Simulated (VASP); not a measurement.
# Dy2B (Fm-3m) in VASP: notebook, part 2 of 2

VASP 6.6.1. The steps go on from the part before.

## 4. Relaxation of cell and atoms, PBE

Input file INCAR:

```
  ALGO = Normal
  EDIFF = 1E-7
  EDIFFG = -0.04
  ENCUT = 500
  GGA = PE
  GGA_COMPAT = F
  IBRION = 2
  ISIF = 3
  ISMEAR = 0
  LASPH = T
  LCHARG = F
  LMAXMIX = 6
  LREAL = F
  LWAVE = F
  NELM = 200
  NELMIN = 4
  NSW = 90
  PREC = Accurate
  SIGMA = 0.1
```

Input file KPOINTS:

```
k-points
0
Gamma
  6 6 6
```

Input file POSCAR:

```
Dy2B
1.0
    0.0000000000      3.0475870200      3.0475870200
    3.0475870200      0.0000000000      3.0475870200
    3.0475870200      3.0475870200      0.0000000000
Dy B
2 1
Direct
    0.7500000000      0.7500000000      0.7500000000
    0.2500000000      0.2500000000      0.2500000000
    0.0000000000      0.0000000000      0.0000000000
```

Potentials or basis: VASP PAW PBE potentials, release 64 (Dy_3, B), 4f in core.

Run with:

```console
$ cat potpaw_PBE.64/Dy_3/POTCAR potpaw_PBE.64/B/POTCAR > POTCAR
$ mpirun -np 1 vasp_std > vasp.out
```

OUTCAR:

```text
EDIFF = 1E-7
   EDIFFG = -0.04
   ENCUT = 500
   GGA = PE
   IBRION = 2
   ISIF = 3
   ISMEAR = 0
   LASPH = T
   LREAL = F
   NELM = 200
   NELMIN = 4
   NSW = 90
   PREC = Accurate

 ion  position               nearest neighbor table
   1  0.750  0.750  0.750-   3 2.64   3 2.64   3 2.64   3 2.64   2 3.05   2 3.05   2 3.05   2 3.05
                             2 3.05   2 3.05
   2  0.250  0.250  0.250-   3 2.64   3 2.64   3 2.64   3 2.64   1 3.05   1 3.05   1 3.05   1 3.05
                             1 3.05   1 3.05
   3  0.000  0.000  0.000-   1 2.64   1 2.64   1 2.64   1 2.64   2 2.64   2 2.64   2 2.64   2 2.64

  LATTYP: Found a face centered cubic cell.
 ALAT       =     6.0951740400

  Lattice vectors:

 A1 = (   0.0000000000,   3.0475870200,   3.0475870200)
 A2 = (   3.0475870200,   0.0000000000,   3.0475870200)
 A3 = (   3.0475870200,   3.0475870200,   0.0000000000)
[... 177 lines left out ...]
  Total        4.6281385      4.6281385      4.6281385     -0.0000000      0.0000000      0.0000000
  in kB      130.9841016    130.9841016    130.9841016     -0.0000000      0.0000000      0.0000000
  external PRESSURE =     130.9841016 kB  Pullay stress =       0.0000000 kB
[... 61 lines left out ...]
--------------------------------------- Ionic step        3  -------------------------------------------

 number of electron      20.9999997 magnetization

 Free energy of the ion-electron system (eV)
  ---------------------------------------------------
  ext. energy  EPLUGINS =         0.00000000
  ---------------------------------------------------
  free energy    TOTEN  =       -15.59046849 eV

  energy without entropy =      -15.57957372  energy(sigma->0) =      -15.58502110

 E-fermi :   3.4612     XC(G=0): -10.3679

 val. band max:        3.4524570623   @ k =   0.3333   0.3333   0.0000
 cond. band min:       3.4857158580   @ k =   0.1667   0.1667   0.0000
 fundamental gap:      0.0332587957
 Fermi energy:         3.4611663859

 k-point     1 :       0.0000    0.0000    0.0000
  band No.  band energies     occupation
      1     -19.8171      2.00000
      2     -19.8171      2.00000
      3     -19.8171      2.00000
      4     -19.1534      2.00000
      5     -19.1534      2.00000
      6     -19.1534      2.00000
      7      -3.7128      2.00000
      8       1.2472      2.00000
      9       1.2472      2.00000
     10       1.2472      2.00000
     11       3.0294      2.00000
     12       3.0294      2.00000
     13       5.0670      0.00000
     14       9.7368      0.00000
[... 283 lines left out ...]
  FREE ENERGIE OF THE ION-ELECTRON SYSTEM (eV)
  ---------------------------------------------------
  free  energy   TOTEN  =       -15.5904684867 eV

  energy  without entropy=      -15.5795737206  energy(sigma->0) =      -15.58502110

 reached required accuracy - stopping structural energy minimisation
```

It took 32 s on 1 thread of Intel Xeon Platinum 8259CL at 2.50GHz (Skylake/Cascade Lake), shared host; peak memory 0.18 GiB.

Results:

| Property | Result |
| --- | --- |
| Free energy | -15.5905 eV |
| Relaxed volume | 21.79 Å³/atom |
| Relaxed cell | a = 4.522 Å, b = 4.522 Å, c = 4.522 Å, α = 60.00°, β = 60.00°, γ = 60.00° |
| Space group after relaxing (to 0.1 Å) | Fm-3m (No. 225) |
| Energy gained by relaxing | 107.6 meV/atom |
| Ionic steps | 3 |
| Pressure after relaxing | 0.0 GPa |
| Band gap on the k mesh | zero (an odd number of electrons rules out a gap without spin polarisation) |

Step by step:
| step | energy change (eV) | largest force (eV/Å) | pressure (GPa) | volume (Å³) |
| --- | --- | --- | --- | --- |
| 1 | 0.0000 | 0.0000 | 13.10 | 56.61 |
| 2 | -0.2522 | 0.0000 | -4.42 | 70.21 |
| 3 | -0.3229 | 0.0000 | 0.00 | 65.38 |

Final structure:
```cif
data_structure
_symmetry_space_group_name_H-M 'P 1'
_symmetry_Int_Tables_number 1
_cell_length_a 4.5219
_cell_length_b 4.5219
_cell_length_c 4.5219
_cell_angle_alpha 60.000
_cell_angle_beta 60.000
_cell_angle_gamma 60.000
_cell_volume 65.38
loop_
_atom_site_label
_atom_site_type_symbol
_atom_site_fract_x
_atom_site_fract_y
_atom_site_fract_z
_atom_site_occupancy
Dy1 Dy 0.75000 0.75000 0.75000 1
Dy2 Dy 0.25000 0.25000 0.25000 1
B1 B 0.00000 0.00000 0.00000 1
```

Caveat: the volume moved by over 15 % at a fixed basis, so the end points are rough; spin-orbit coupling is left out, which moves the levels of the heavy elements; the 4f electrons are frozen in the core, so they carry no moment and show no levels.

## 5. Single point, PBE

This run uses another cell than the first one, of 21.72 Å³/atom.

Input file INCAR:

```
SYSTEM = Dy2B
PREC = Accurate ; ENCUT = 500
EDIFF = 1E-6 ; ISMEAR = 0
SIGMA = 0.1 ; LREAL = .FALSE.
LASPH = .TRUE. ; NELM = 200
ALGO = Normal ; ISIF = 2
LWAVE = .FALSE. ; LCHARG = .TRUE.
GGA = PE ; LELF = .TRUE.
LVHAR = .TRUE. ; NBANDS = 18
GGA_COMPAT = .FALSE. ; LMAXMIX = 6
```

Input file KPOINTS:

```
Automatic mesh
0
G
  12 12 12
  0 0 0
```

Input file POSCAR:

```
Dy2B
1.0
    0.0000000000      3.1937791587      3.1937791587
    3.1937791587      0.0000000000      3.1937791587
    3.1937791587      3.1937791587      0.0000000000
Dy B
2 1
Direct
    0.7500000000      0.7500000000      0.7500000000
    0.2500000000      0.2500000000      0.2500000000
    0.0000000000      0.0000000000      0.0000000000
```

Potentials or basis: VASP PAW PBE potentials, release 64 (Dy_3, B), 4f in core.

Run with:

```console
$ cat potpaw_PBE.64/Dy_3/POTCAR potpaw_PBE.64/B/POTCAR > POTCAR
$ mpirun -np 1 vasp_std > vasp.out
```

OUTCAR:

```text
SYSTEM = Dy2B
   PREC = Accurate
   ENCUT = 500
   EDIFF = 1E-6
   ISMEAR = 0
   LREAL = .FALSE.
   LASPH = .TRUE.
   NELM = 200
   ISIF = 2
   GGA = PE

 ion  position               nearest neighbor table
   1  0.750  0.750  0.750-   3 2.77   3 2.77   3 2.77   3 2.77   2 3.19   2 3.19   2 3.19   2 3.19
                             2 3.19   2 3.19
   2  0.250  0.250  0.250-   3 2.77   3 2.77   3 2.77   3 2.77   1 3.19   1 3.19   1 3.19   1 3.19
                             1 3.19   1 3.19
   3  0.000  0.000  0.000-   1 2.77   1 2.77   1 2.77   1 2.77   2 2.77   2 2.77   2 2.77   2 2.77

  LATTYP: Found a face centered cubic cell.
 ALAT       =     6.3875583174
[... 701 lines left out ...]
  --------------------------------------------------------------------------------------
  -------------------------------------------------------------------------------------
  Total        0.0843049      0.0843049      0.0843049      0.0000000     -0.0000000      0.0000000
  in kB        2.0730935      2.0730935      2.0730935      0.0000000     -0.0000000      0.0000000
  external PRESSURE =       2.0730935 kB  Pullay stress =       0.0000000 kB

 VOLUME and BASIS-vectors are now :
 -----------------------------------------------------------------------------
  energy-cutoff  :      500.00
  volume of cell :       65.15
      direct lattice vectors                 reciprocal lattice vectors
     0.000000000  3.193779159  3.193779159    -0.156554344  0.156554344  0.156554344
     3.193779159  0.000000000  3.193779159     0.156554344 -0.156554344  0.156554344
     3.193779159  3.193779159  0.000000000     0.156554344  0.156554344 -0.156554344

 POSITION                                       TOTAL-FORCE (eV/Angst)
 -----------------------------------------------------------------------------------
      4.79067      4.79067      4.79067         0.000000      0.000000     -0.000000
      1.59689      1.59689      1.59689        -0.000000     -0.000000      0.000000
      0.00000      0.00000      0.00000        -0.000000      0.000000     -0.000000
 -----------------------------------------------------------------------------------
    total drift:                                0.000000      0.000000      0.000000

  FREE ENERGIE OF THE ION-ELECTRON SYSTEM (eV)
  ---------------------------------------------------
  free  energy   TOTEN  =       -15.5752957185 eV

  energy  without entropy=      -15.5582671955  energy(sigma->0) =      -15.56678146
```

stdout:

```text
POSCAR found type information on POSCAR DyB
 POSCAR found :  2 types and       3 ions
 scaLAPACK will be used
 LDA part: xc-table for (Slater+PW92), standard interpolation
 POSCAR, INCAR and KPOINTS ok, starting setup
 FFT: planning ... GRIDC
 FFT: planning ... GRID_SOFT
 FFT: planning ... GRID
 WAVECAR not read
 entering main loop
```

It took 67 s on 1 thread of Intel Xeon Platinum 8259CL at 2.50GHz (Skylake/Cascade Lake), shared host; peak memory 0.25 GiB.

What came out:

```yaml
Free_energy: -15.5753 eV
Pressure: 0.2 GPa
Band_gap_on_the_k_mesh: zero (an odd number of electrons rules out a gap without spin polarisation)
```

Caveat: spin-orbit coupling is left out, which moves the levels of the heavy elements; the 4f electrons are frozen in the core, so they carry no moment and show no levels. Spin polarisation is off, so any magnetic state and its effect on volume and gap are missing.

## 6. Relaxation of cell and atoms, PBE

This run uses another cell than the first one, of 21.63 Å³/atom.

Input file INCAR:

```
  ALGO = Normal
  EDIFF = 1E-7
  EDIFFG = -0.01
  ENCUT = 500
  GGA = PE
  GGA_COMPAT = F
  IBRION = 2
  ISIF = 3
  ISMEAR = 0
  LASPH = T
  LCHARG = F
  LMAXMIX = 6
  LREAL = F
  LWAVE = F
  NELM = 200
  NELMIN = 4
  NSW = 100
  PREC = Accurate
  SIGMA = 0.1
```

Input file KPOINTS:

```
k-points
0
Gamma
  12 12 12
```

Input file POSCAR:

```
Dy2B
1.0
    0.0000000000      3.1895519902      3.1895519902
    3.1895519902      0.0000000000      3.1895519902
    3.1895519902      3.1895519902      0.0000000000
Dy B
2 1
Direct
    0.7500000000      0.7500000000      0.7500000000
    0.2500000000      0.2500000000      0.2500000000
    0.0000000000      0.0000000000      0.0000000000
```

Potentials or basis: VASP PAW PBE potentials, release 64 (Dy_3, B), 4f in core.

Run with:

```console
$ cat potpaw_PBE.64/Dy_3/POTCAR potpaw_PBE.64/B/POTCAR > POTCAR
$ mpirun -np 1 vasp_std > vasp.out
```

OUTCAR:

```text
EDIFF = 1E-7
   EDIFFG = -0.01
   ENCUT = 500
   GGA = PE
   IBRION = 2
   ISIF = 3
   ISMEAR = 0
   LASPH = T
   LREAL = F
   NELM = 200
   NELMIN = 4
   NSW = 100
   PREC = Accurate

 ion  position               nearest neighbor table
   1  0.750  0.750  0.750-   3 2.76   3 2.76   3 2.76   3 2.76   2 3.19   2 3.19   2 3.19   2 3.19
                             2 3.19   2 3.19
   2  0.250  0.250  0.250-   3 2.76   3 2.76   3 2.76   3 2.76   1 3.19   1 3.19   1 3.19   1 3.19
                             1 3.19   1 3.19
   3  0.000  0.000  0.000-   1 2.76   1 2.76   1 2.76   1 2.76   2 2.76   2 2.76   2 2.76   2 2.76

  LATTYP: Found a face centered cubic cell.
 ALAT       =     6.3791039804

  Lattice vectors:

 A1 = (   0.0000000000,   3.1895519902,   3.1895519902)
 A2 = (   3.1895519902,   0.0000000000,   3.1895519902)
 A3 = (   3.1895519902,   3.1895519902,   0.0000000000)

Analysis of symmetry for initial positions (statically):
=====================================================================
 Subroutine PRICEL returns:
 Original cell was already a primitive cell.

 Routine SETGRP: Setting up the symmetry group for a
 face centered cubic supercell.

 Subroutine GETGRP returns: Found 48 space group operations
 (whereof 48 operations were pure point group operations)
 out of a pool of 48 trial point group operations.

The static configuration has the point symmetry O_h .

Analysis of symmetry for dynamics (positions and initial velocities):
[... 242 lines left out ...]
  ---------------------------------------------------
  free energy    TOTEN  =       -15.57539418 eV

  energy without entropy =      -15.55831399  energy(sigma->0) =      -15.56685408

 E-fermi :   3.4677     XC(G=0): -10.3705

 val. band max:        3.4603051148   @ k =   0.4167   0.3333   0.0833
 cond. band min:       3.4861474810   @ k =   0.2500   0.0833   0.0000
 fundamental gap:      0.0258423662
 Fermi energy:         3.4677328874

 k-point     1 :       0.0000    0.0000    0.0000
  band No.  band energies     occupation
      1     -19.8175      2.00000
      2     -19.8175      2.00000
      3     -19.8175      2.00000
      4     -19.1531      2.00000
      5     -19.1531      2.00000
      6     -19.1531      2.00000
      7      -3.7135      2.00000
      8       1.2461      2.00000
      9       1.2461      2.00000
     10       1.2461      2.00000
     11       3.0300      2.00000
     12       3.0300      2.00000
     13       5.0714      0.00000
     14       9.7396      0.00000
[... 377 lines left out ...]
      1     -19.8704      2.00000
      2     -19.6865      2.00000
      3     -19.6509      2.00000
      4     -19.4015      2.00000
      5     -19.3696      2.00000
      6     -19.1784      2.00000
      7      -2.1576      2.00000
      8       1.2223      2.00000
      9       2.1862      2.00000
     10       2.6452      2.00000
     11       3.7197      0.00037
     12       5.1995      0.00000
     13       5.4386      0.00000
     14       5.8214      0.00000

 [... further k-points ...]

------------------------ aborting loop because EDIFF is reached ----------------------------------------

  FORCE on cell =-STRESS in cart. coord.  units (eV):
  Direction    XX          YY          ZZ          XY          YZ          ZX
  --------------------------------------------------------------------------------------
  -------------------------------------------------------------------------------------
  Total        0.0002186      0.0002186      0.0002186      0.0000000     -0.0000000      0.0000000
  in kB        0.0053589      0.0053589      0.0053589      0.0000000     -0.0000000      0.0000000
  external PRESSURE =       0.0053589 kB  Pullay stress =       0.0000000 kB
[... 18 lines left out ...]
  FREE ENERGIE OF THE ION-ELECTRON SYSTEM (eV)
  ---------------------------------------------------
  free  energy   TOTEN  =       -15.5753941766 eV

  energy  without entropy=      -15.5583139880  energy(sigma->0) =      -15.56685408

 reached required accuracy - stopping structural energy minimisation
```

CONTCAR:

```text
Dy2B
   1.00000000000000
     0.0000000000000000    3.1969505244089271    3.1969505244089271
     3.1969505244089271   -0.0000000000000000    3.1969505244089271
     3.1969505244089271    3.1969505244089271    0.0000000000000000
  Dy              B
     2     1
Direct
     0.7500000000000000    0.7500000000000000    0.7500000000000000
     0.2500000000000000    0.2500000000000000    0.2500000000000000
     0.0000000000000000    0.0000000000000000    0.0000000000000000

  0.00000000E+00  0.00000000E+00  0.00000000E+00
  0.00000000E+00  0.00000000E+00  0.00000000E+00
  0.00000000E+00  0.00000000E+00  0.00000000E+00
```

Wall time 2.1 min (1 thread of Intel Xeon Platinum 8259CL at 2.50GHz (Skylake/Cascade Lake), shared host); peak memory 0.25 GiB.

What came out:

- Free energy: -15.5754 eV
- Relaxed volume: 21.78 Å³/atom
- Relaxed cell: a = 4.521 Å, b = 4.521 Å, c = 4.521 Å, α = 60.00°, β = 60.00°, γ = 60.00°
- Space group after relaxing (to 0.1 Å): Fm-3m (No. 225)
- Energy gained by relaxing: 0.2 meV/atom
- Ionic steps: 3
- Pressure after relaxing: 0.0 GPa
- Band gap on the k mesh: zero (an odd number of electrons rules out a gap without spin polarisation)

The path:
```csv
step,energy change (eV),largest force (eV/Å),pressure (GPa),volume (Å³)
1,0.0000,0.0000,0.48,64.90
2,-0.0006,0.0000,-0.15,65.50
3,-0.0007,0.0000,0.00,65.35
```

Final structure:
```
Dy B
1.0
     0.00000    3.19695    3.19695
     3.19695    0.00000    3.19695
     3.19695    3.19695    0.00000
Dy B
2 1
Direct
  0.75000 0.75000 0.75000
  0.25000 0.25000 0.25000
  0.00000 0.00000 0.00000
```

Caveat: spin-orbit coupling is left out, which moves the levels of the heavy elements; the 4f electrons are frozen in the core, so they carry no moment and show no levels. Spin polarisation is off, so any magnetic state and its effect on volume and gap are missing.

## 7. The runs side by side

```csv
task,cell,k mesh,gap on the mesh (eV),pressure (GPa),relaxed volume (Å³/atom)
single point,"a = 4.310 Å, angles 60.0°, 3 atoms",6 × 6 × 6,none,13.1,-
single point,"a = 4.511 Å, angles 60.0°, 3 atoms",6 × 6 × 6,none,0.5,-
relaxation of cell and atoms,"relaxed from a = 4.310 Å, angles 60.0°, 3 atoms",6 × 6 × 6,none,0.0,21.79
single point,"a = 4.517 Å, angles 60.0°, 3 atoms",12 × 12 × 12,none,0.2,-
relaxation of cell and atoms,"relaxed from a = 4.511 Å, angles 60.0°, 3 atoms",12 × 12 × 12,none,0.0,21.78
```

Alike in all rows: level PBE; potentials or basis VASP PAW PBE potentials, release 64 (Dy_3, B), 4f in core; no spin polarisation; cutoff (eV) 500; smearing gaussian 0.1 eV.

Caveats: spin-orbit coupling is left out, which moves the levels of the heavy elements; the 4f electrons are frozen in the core, so they carry no moment and show no levels; the cell stands under pressure (at least some runs); the volume moved by over 15 % at a fixed basis, so the end points are rough (at least some runs).

Total energies depend on the potentials used, so only differences within one code and one set of settings carry meaning.
